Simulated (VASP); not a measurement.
NiO:

```
CELL_PARAMETERS angstrom
0.00000 2.08590 2.08590
2.08590 0.00000 2.08590
2.08590 2.08590 0.00000
ATOMIC_POSITIONS crystal
Ni 0.00000 0.00000 0.00000
O 0.50000 0.50000 0.50000
```

Program: VASP 6.6.1. Alike in all runs: task single point; spin collinear, ferromagnetic start; cell as given; k mesh 11 × 11 × 11; cutoff (eV) 520.

Q: Order these runs on this cell by their band gap on the k mesh, lowest first.
A. level r2SCAN+U; potentials or basis VASP PAW PBE potentials, release 64 (Ni, O); U Ni d U = 6.0 eV; smearing fermi-dirac 0.05 eV
B. level BLYP+D3(BJ); potentials or basis VASP PAW PBE potentials, release 64 (Ni, O); smearing fermi-dirac 0.05 eV
C. level PBE+U; potentials or basis VASP PAW PBE potentials, release 64 (Ni, O); U Ni d U = 6.0 eV; smearing fermi-dirac 0.05 eV
D. level r2SCAN+D3(BJ)+U; potentials or basis VASP PAW PBE potentials, release 64 (Ni, O); U Ni d U = 5.0 eV; smearing methfessel-paxton 0.1 eV
E. level LDA+U; potentials or basis VASP PAW LDA potentials, release 64 (Ni, O); U Ni d U = 4.0 eV; smearing fermi-dirac 0.05 eV

A: B (metal), E (0.69 eV), C (2.43 eV), D (3.26 eV), A (3.43 eV).

Caveats: a cell with one magnetic atom can't hold antiferromagnetic order, which such compounds often take; an odd mesh through Γ misses points on the zone boundary, where band edges can lie (at least some runs); semilocal functionals often make such compounds metallic where correlation or magnetic order opens a gap, which also shifts bond lengths (at least some runs); the cell stands under tension (at least some runs).
